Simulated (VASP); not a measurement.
A run of VASP 6.6.1:

The input INCAR:

```
  ALGO = Normal
  EDIFF = 1E-6
  ENCUT = 520
  GGA = PE
  ISIF = 2
  ISMEAR = 0
  LASPH = T
  LCHARG = F
  LREAL = F
  LWAVE = F
  NBANDS = 34
  NELM = 80
  PREC = Accurate
  SIGMA = 0.1
```

File KPOINTS:

```
k-points
0
Gamma
  6 6 6
```

Contents of POSCAR:

```
Ca2Ge2N
1.0
   -2.9656524264      2.9656524264      3.3806603555
    2.9656524264     -2.9656524264      3.3806603555
    2.9656524264      2.9656524264     -3.3806603555
Ca Ge N
2 2 1
Direct
    0.7500000000      0.2500000000      0.5000000000
    0.2500000000      0.7500000000      0.5000000000
    0.7177849623      0.7177849623      0.0000000000
    0.2822150377      0.2822150377      0.0000000000
    0.0000000000      0.0000000000      0.0000000000
```

Potentials or basis: VASP PAW PBE potentials, release 64 (Ca_sv, Ge_d, N).

Launch:

```console
$ cat potpaw_PBE.64/Ca_sv/POTCAR potpaw_PBE.64/Ge_d/POTCAR potpaw_PBE.64/N/POTCAR > POTCAR
$ mpirun -np 1 vasp_std > vasp.out
```

Hardware: 1 thread of Oxide Virtual Turin-like Processor (shared host).

Task: Estimate the wall time of this run.

Result: Run time: 3.2 min on 1 thread of Oxide Virtual Turin-like Processor, on a shared host, peak memory 0.27 GiB. Counts: scf iterations 14, k points 30.
